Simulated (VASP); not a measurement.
Input of a VASP 6.6.1 run:

File INCAR:

```
PREC = Accurate
ENCUT = 500
EDIFF = 1E-7
ISMEAR = 0
SIGMA = 0.01
LREAL = False
LASPH = True
NELM = 120
ALGO = Normal
ISIF = 3
LWAVE = False
LCHARG = False
GGA = CA
IBRION = 2
NSW = 100
EDIFFG = -0.002
PSTRESS = -20.0
GGA_COMPAT = False
NELMIN = 4
```

The input KPOINTS:

```
regular mesh
0
Gamma
  6 6 6
```

The input POSCAR:

```
AgI
1.0
    3.1739602599      3.1739602599      0.0000000000
   -3.1739602599      3.1739602599      0.0000000000
    0.0000000000      3.1739602599      3.1739602599
Ag I
1 1
Direct
    0.0000000000      0.0000000000      0.0000000000
    0.7500000000      0.2500000000      0.5000000000
```

Potentials or basis: VASP PAW LDA potentials, release 64 (Ag, I).

Command:

```bash
$ cat potpaw_LDA.64/Ag/POTCAR potpaw_LDA.64/I/POTCAR > POTCAR
$ mpirun -np 1 vasp_std > vasp.out
```

Q: Estimate the band gap on the k mesh.

A: 1.09 eV, direct.

Q: What does it give for the relaxed volume?

A: 33.86 Å³/atom.

Step by step:
| step | energy change (eV) | largest force (eV/Å) | pressure (GPa) | volume (Å³) |
| --- | --- | --- | --- | --- |
| 1 | 0.0000 | 0.0000 | 0.03 | 63.95 |
| 2 | 0.0253 | 0.0000 | -2.02 | 67.77 |
| 3 | 0.0247 | 0.0000 | -2.01 | 67.72 |

Caveat: the cell is relaxed towards a set pressure, so the enthalpy falls and the energy may rise; spin-orbit coupling is left out, which moves the levels of the heavy elements.
